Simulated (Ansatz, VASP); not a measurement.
**One calculation of CaBW, two programs**

```
Ca B W
1.0
     3.67962    0.00000    0.00000
    -1.83981    3.18665    0.00000
     0.00000    0.00000    9.77838
Ca B W
2 2 2
Direct
  0.00000 0.00000 0.50000
  0.00000 0.00000 0.00000
  0.66667 0.33333 0.25000
  0.33333 0.66667 0.75000
  0.66667 0.33333 0.75000
  0.33333 0.66667 0.25000
```

Change from the starting cell: species swapped into the HoCuSn type (P6_3/mmc, No. 194).

Alike in both runs: functional PBE; k mesh 12 × 12 × 6; occupations gaussian, width 0.1 eV; no spin polarisation.

Ansatz relaxed the structure, and its values are those at the end. VASP's run is a single point on that final structure, the one shown.

|  | VASP | Ansatz |
| --- | --- | --- |
| version | VASP 6.6.1 | Ansatz 0.2.0 |
| potentials or method | VASP PAW PBE potentials, release 64 (Ca_sv, B, W_sv), cutoff 520 eV | scalar-relativistic, plane waves, PAW |
| valence electrons in the cell | 54 | 54 |

```csv
,VASP,Ansatz,Ansatz less VASP
gap on the k mesh at the Fermi level (eV),none,none,-
pressure (GPa),0.1,0.0,-0.13
```

A gap of «none» marks a metal or a gap that the smearing closes. The functional is the same, so the differences come from potentials, cutoffs and numerics.

Spin-orbit coupling is off throughout.
